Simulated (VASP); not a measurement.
A run of VASP 6.6.1:

Contents of INCAR:

```
SYSTEM = SnTe
PREC = Accurate
ENCUT = 500
EDIFF = 1E-6
ISMEAR = 0
SIGMA = 0.01
LREAL = .False.
LASPH = .True.
NELM = 120
ALGO = Normal
ISIF = 2
LWAVE = .False.
LCHARG = .False.
GGA = CA
NBANDS = 17
GGA_COMPAT = .False.
```

File KPOINTS:

```
regular mesh
0
Gamma
  10 10 10
  0 0 0
```

The input POSCAR:

```
SnTe
1.0
    3.1493255154      3.1493255154      0.0000000000
   -3.1493255154      3.1493255154      0.0000000000
    0.0000000000      3.1493255154      3.0994352102
Sn Te
1 1
Direct
    0.0000000000      0.0000000000      0.0000000000
    0.5000000000      0.5000000000      0.0000000000
```

Potentials or basis: VASP PAW LDA potentials, release 64 (Sn_d, Te).

Command:

```sh
$ cat potpaw_LDA.64/Sn_d/POTCAR potpaw_LDA.64/Te/POTCAR > POTCAR
$ mpirun -np 1 vasp_std > vasp.out
```

Hardware: 1 thread of Intel Xeon 6975P-C, with other jobs on the host.

Question: Estimate the wall time of this run.

Answer: Run time: 52 s on 1 thread of Intel Xeon 6975P-C (shared host), peak memory 0.23 GiB. Counts: scf iterations 12, k points 102.
